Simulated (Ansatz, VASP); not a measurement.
## One calculation of As3F, two programs

```
As F
1.0
     4.06173    0.00000    0.00000
     0.00000    4.06173    0.00000
     0.00000    0.00000    4.02105
As F
3 1
Direct
  0.00000 0.50000 0.50000
  0.50000 0.00000 0.50000
  0.50000 0.50000 0.00000
  0.00000 0.00000 0.00000
```

Alike in both runs: functional PBE; k mesh 12 × 12 × 12; occupations gaussian, width 0.1 eV; no spin polarisation.

Ansatz relaxed the structure, and its values are those at the end. VASP's run is a single point on that final structure, the one shown.

|  | VASP | Ansatz |
| --- | --- | --- |
| version | VASP 6.6.1 | Ansatz 0.2.0 |
| potentials or method | VASP PAW PBE potentials, release 64 (As, F), cutoff 520 eV | scalar-relativistic, plane waves, PAW |
| valence electrons in the cell | 22 | 52 |

|  | VASP | Ansatz | Ansatz less VASP |
| --- | --- | --- | --- |
| gap on the k mesh at the Fermi level (eV) | none | none | - |
| pressure (GPa) | 0.0 | 0.0 | +0.04 |

A gap of «none» marks a metal or a gap that the smearing closes. VASP's potentials hold 22 valence electrons a cell and Ansatz's 52, so a difference there can come from the potentials and not from the codes.
